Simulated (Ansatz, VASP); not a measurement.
CuSn3 in VASP and in Ansatz

```
CELL_PARAMETERS angstrom
5.21231 0.00000 0.00000
-2.60616 4.51399 0.00000
0.00000 0.00000 4.97077
ATOMIC_POSITIONS crystal
Cu 0.00000 0.00000 0.50000
Sn 0.33333 0.66667 0.50000
Sn 0.66667 0.33333 0.50000
Sn 0.00000 0.00000 0.00000
```

Alike in both runs: functional PBE; k mesh 6 × 6 × 4; occupations gaussian, width 0.1 eV; no spin polarisation.

Ansatz relaxed the structure, and its values are those at the end. VASP's run is a single point on that final structure, the one shown.

|  | VASP | Ansatz |
| --- | --- | --- |
| version | VASP 6.6.1 | Ansatz 0.2.0 |
| potentials or method | VASP PAW PBE potentials, release 64 (Cu, Sn_d), cutoff 520 eV | scalar-relativistic, plane waves, PAW |
| valence electrons in the cell | 53 | 61 |

```tsv
	VASP	Ansatz	Ansatz less VASP
gap on the k mesh at the Fermi level (eV)	none	none	-
pressure (GPa)	-0.1	-0.1	-0.03
```

A gap of «none» marks a metal or a gap that the smearing closes. VASP's potentials hold 53 valence electrons a cell and Ansatz's 61, so a difference there can come from the potentials and not from the codes.
